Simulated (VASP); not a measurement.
# W3C in VASP: notebook, part 2 of 2

VASP 6.6.1.

**3. Single point, PBE**

Input file INCAR:

```
SYSTEM = W3C
  PREC = Accurate
  ENCUT = 520
  EDIFF = 1E-6
  ISMEAR = 0
  SIGMA = 0.1
  LREAL = .False.
  LASPH = .True.
  NELM = 80
  ALGO = Normal
  ISIF = 2
  LWAVE = .False.
  LCHARG = .True.
  LDIPOL = .True.
  IDIPOL = 3
  DIPOL = 0.5 0.5 0.338
  GGA = PE
  LELF = .True.
  LVHAR = .True.
  LVACPOTAV = .True.
  NBANDS = 31
```

Input file KPOINTS:

```
Automatic mesh
0
Gamma
  9 9 1
  0 0 0
```

Input file POSCAR:

```
W3C
1.0
    2.8547213223      0.0000000000      0.0000000000
    0.0000000000      2.8547213223      0.0000000000
    0.0000000000      0.0000000000     19.4446427381
W C
3 1
Direct
    0.5000000000      0.5000000000      0.2057121879
    0.0000000000      0.0000000000      0.3071172995
    0.5000000000      0.5000000000      0.4085774599
    1.0000000000      1.0000000000      0.4298930157
```

Potentials or basis: VASP PAW PBE potentials, release 64 (W_sv, C).

On the command line:

```sh
$ cat potpaw_PBE.64/W_sv/POTCAR potpaw_PBE.64/C/POTCAR > POTCAR
$ mpirun -np 1 vasp_std > vasp.out
```

OUTCAR:

```text
SYSTEM = W3C
   PREC = Accurate
   ENCUT = 520
   EDIFF = 1E-6
   ISMEAR = 0
   LREAL = .False.
   LASPH = .True.
   NELM = 80
   ISIF = 2
   GGA = PE

 ion  position               nearest neighbor table
   1  0.500  0.500  0.206-   2 2.82   2 2.82   2 2.82   2 2.82
   2  0.000  0.000  0.307-   4 2.39   1 2.82   1 2.82   1 2.82   1 2.82   3 2.82   3 2.82   3 2.82
                             3 2.82
   3  0.500  0.500  0.409-   4 2.06   4 2.06   4 2.06   4 2.06   2 2.82   2 2.82   2 2.82   2 2.82

   4  0.000  0.000  0.430-   3 2.06   3 2.06   3 2.06   3 2.06   2 2.39

  LATTYP: Found a simple tetragonal cell.
 ALAT       =     2.8547213223
 C/A-ratio  =     6.8113978714

  Lattice vectors:

 A1 = (   2.8547213223,   0.0000000000,   0.0000000000)
 A2 = (   0.0000000000,   2.8547213223,   0.0000000000)
 A3 = (   0.0000000000,   0.0000000000,  19.4446427381)

Analysis of symmetry for initial positions (statically):
=====================================================================
 Subroutine PRICEL returns:
 Original cell was already a primitive cell.

 Routine SETGRP: Setting up the symmetry group for a
 simple tetragonal supercell.

[... 167 lines left out ...]
 val. band max:        0.8868619997   @ k =   0.2222   0.0000   0.0000
 cond. band min:       0.9309280008   @ k =   0.3333   0.2222   0.0000
 fundamental gap:      0.0440660010
 Fermi energy:         0.8951116705

 k-point     1 :       0.0000    0.0000    0.0000
  band No.  band energies     occupation
      1     -73.4070      2.00000
      2     -72.9703      2.00000
      3     -72.8457      2.00000
      4     -37.8227      2.00000
      5     -37.5129      2.00000
      6     -37.5129      2.00000
[... 499 lines left out ...]
     30       6.2825      0.00000
     31       7.2770      0.00000

------------------------ aborting loop because EDIFF is reached ----------------------------------------

  FORCE on cell =-STRESS in cart. coord.  units (eV):
  Direction    XX          YY          ZZ          XY          YZ          ZX
  --------------------------------------------------------------------------------------
  -------------------------------------------------------------------------------------
  Total        3.2769175      3.2769175      0.3367758      0.0000000      0.0000000      0.0000000
  in kB       33.1320789     33.1320789      3.4050549      0.0000000      0.0000000      0.0000000
  external PRESSURE =      23.2230709 kB  Pullay stress =       0.0000000 kB

 VOLUME and BASIS-vectors are now :
 -----------------------------------------------------------------------------
  energy-cutoff  :      520.00
  volume of cell :      158.46
      direct lattice vectors                 reciprocal lattice vectors
     2.854721322  0.000000000  0.000000000     0.350296890  0.000000000  0.000000000
     0.000000000  2.854721322  0.000000000     0.000000000  0.350296890  0.000000000
     0.000000000  0.000000000 19.444642738     0.000000000  0.000000000  0.051428047

 POSITION                                       TOTAL-FORCE (eV/Angst)
 -----------------------------------------------------------------------------------
      1.42736      1.42736      4.00000         0.000000      0.000000     -0.086296
      0.00000      0.00000      5.97179        -0.000000      0.000000     -0.008285
      1.42736      1.42736      7.94464        -0.000000      0.000000      0.052568
      0.00000      0.00000      8.35912        -0.000000      0.000000      0.042014
 -----------------------------------------------------------------------------------
    total drift:                                0.000000     -0.000000     -0.000130

  FREE ENERGIE OF THE ION-ELECTRON SYSTEM (eV)
  ---------------------------------------------------
  free  energy   TOTEN  =       -44.4640683720 eV

  energy  without entropy=      -44.4453043995  energy(sigma->0) =      -44.45468639

 vacuum level on the upper side and lower side of the slab         5.024         5.548
```

stdout:

```text
POSCAR found type information on POSCAR W C
 POSCAR found :  2 types and       4 ions
 scaLAPACK will be used
 LDA part: xc-table for (Slater+PW92), standard interpolation
 POSCAR, INCAR and KPOINTS ok, starting setup
 FFT: planning ... GRIDC
 FFT: planning ... GRID_SOFT
 FFT: planning ... GRID
 WAVECAR not read
 entering main loop
 -----------------------------------------------------------------------------
|                                                                             |
|           W    W    AA    RRRRR   N    N  II  N    N   GGGG   !!!           |
|           W    W   A  A   R    R  NN   N  II  NN   N  G    G  !!!           |
|           W    W  A    A  R    R  N N  N  II  N N  N  G       !!!           |
|           W WW W  AAAAAA  RRRRR   N  N N  II  N  N N  G  GGG   !            |
|           WW  WW  A    A  R   R   N   NN  II  N   NN  G    G                |
|           W    W  A    A  R    R  N    N  II  N    N   GGGG   !!!           |
|                                                                             |
|     Did not find any points to average over, which means that no vacuum     |
|     field-free region was found. Please increase the size of  your cell     |
|     in the dimension of the dipole correction to obtain accurate            |
|     workfunction values.                                                    |
|                                                                             |
 -----------------------------------------------------------------------------
```

Wall time 62 s (1 thread of Intel Xeon 6975P-C (Granite Rapids), shared host); peak memory 0.29 GiB.

What came out:

```
Free energy            : -44.4641 eV
Largest force          : 0.086 eV/Å
Band gap on the k mesh : zero (bands 23 and 24 overlap by 1.16 eV)
```

Forces in eV/Å, atoms in the order of the input:
```
W    0.000  0.000 -0.086
W    0.000  0.000 -0.008
W    0.000  0.000  0.053
C    0.000  0.000  0.042
```

Caveat: spin-orbit coupling is left out, which moves the levels of the heavy elements.

**4. Relaxation of the atoms, PBE**

Input file INCAR:

```
SYSTEM = W3C
ALGO = Normal
DIPOL = 0.5 0.5 0.343
EDIFF = 1E-6
EDIFFG = -0.025
ENCUT = 520
GGA = PE
IBRION = 2
IDIPOL = 3
ISIF = 2
ISMEAR = 0
LASPH = .TRUE.
LCHARG = .FALSE.
LDIPOL = .TRUE.
LREAL = .FALSE.
LWAVE = .FALSE.
NELM = 60
NSW = 36
PREC = Accurate
SIGMA = 0.1
```

Input file KPOINTS:

```
k-points
0
G
  9 9 1
  0 0 0
```

Input file POSCAR:

```
W3C
1.0
    2.8547213223      0.0000000000      0.0000000000
    0.0000000000      2.8547213223      0.0000000000
    0.0000000000      0.0000000000     19.4446427381
W C
3 1
Selective dynamics
Direct
    0.5000000000      0.5000000000      0.2057121879  F F F
    0.0000000000      0.0000000000      0.3071172995  F F F
    0.5000000000      0.5000000000      0.4085774599  F F F
    1.0000000000      1.0000000000      0.4486913365  F F T
```

On the command line:

```sh
$ cat potpaw_PBE.64/W_sv/POTCAR potpaw_PBE.64/C/POTCAR > POTCAR
$ mpirun -np 1 vasp_std > vasp.out
```

Run time: 7.3 min. Hardware: 1 thread of Intel Xeon 8259CL, shared host; peak memory 0.32 GiB.

Results (log left out):

```yaml
Free_energy: -44.4641 eV
Energy_gained_by_relaxing: 130.8 meV/atom
Ionic_steps: 4
Band_gap_on_the_k_mesh: zero (bands 23 and 24 overlap by 1.14 eV)
```

The path:
```csv
step,energy change (eV),largest force on free atoms (eV/Å),pressure (GPa)
1,0.0000,3.0064,-1.54
2,-0.3457,1.7000,-0.12
3,-0.5053,0.5197,1.50
4,-0.5230,0.0236,2.23
```

Final structure:
```
W C
1.0
     2.85472    0.00000    0.00000
     0.00000    2.85472    0.00000
     0.00000    0.00000   19.44464
W C
3 1
Direct
  0.50000 0.50000 0.20571
  0.00000 0.00000 0.30712
  0.50000 0.50000 0.40858
  0.00000 0.00000 0.43032
```

Levels at points of the mesh, in eV from the Fermi level:
```
           k point  band 20  band 21  band 22  band 23  band 24  band 25  band 26  band 27
(0.00, 0.00, 0.00)    -1.13    -1.13    -0.94    -0.28    -0.28     0.55     1.51     1.63
```

Caveat: spin-orbit coupling is left out, which moves the levels of the heavy elements.

**5. Summary**

| task | cell | atoms held fixed (from 0) | atoms held along some axes (from 0) | gap on the mesh (eV) | largest force (eV/Å) |
| --- | --- | --- | --- | --- | --- |
| single point | as given, atomic positions A | - | - | none | 0.32 |
| single point | as given, atomic positions B | - | - | none | 0.09 |
| relaxation of the atoms | atoms relaxed, atomic positions C | [0, 1, 2] | atom 3 along a and b | none | - |

Alike in all rows: level PBE; potentials or basis VASP PAW PBE potentials, release 64 (W_sv, C); no spin polarisation; k mesh 9 × 9 × 1; cutoff (eV) 520; smearing gaussian 0.1 eV.

Caveats: spin-orbit coupling is left out, which moves the levels of the heavy elements.

Absolute energies hang on the potentials; compare differences alone.

The gap in the log of VASP goes by the Fermi energy; the results here count the filled bands.